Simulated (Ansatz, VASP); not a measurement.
## One calculation of KI, two programs

```
K I
1.0
    -0.04724    3.53249    3.53249
     3.53249   -0.04724    3.53249
     3.53249    3.53249   -0.04724
K I
1 1
Cartesian
  0.0000 0.0000 0.0000
  3.5089 3.5089 3.5089
```

Change from the starting cell: epitaxial_111 strain +1.0%.

Alike in both runs: task single point; functional HSE06; k mesh 4 × 4 × 4; no spin polarisation.

|  | VASP | Ansatz |
| --- | --- | --- |
| version | VASP 6.6.1 | Ansatz 0.2.0 |
| potentials or method | VASP PAW PBE potentials, release 64 (K_sv, I) | plane waves, PAW |
| plane-wave cutoff (eV) | 520 | 420 |
| occupations | gaussian, width 0.01 eV | fixed |
| valence electrons in the cell | 16 | 26 |

Ansatz gave:

```
gap on the k mesh at the Fermi level (eV) : 4.88
pressure (GPa)                            : 0.2
```

Q: What did VASP give for the same quantities?

A: gap on the k mesh at the Fermi level (eV): 4.87; pressure (GPa): 0.2.

VASP's potentials hold 16 valence electrons a cell and Ansatz's 26, so a difference there can come from the potentials and not from the codes. Ansatz's warnings: stress exchange threshold loose, stress scf threshold loose.

Spin-orbit coupling is off throughout.
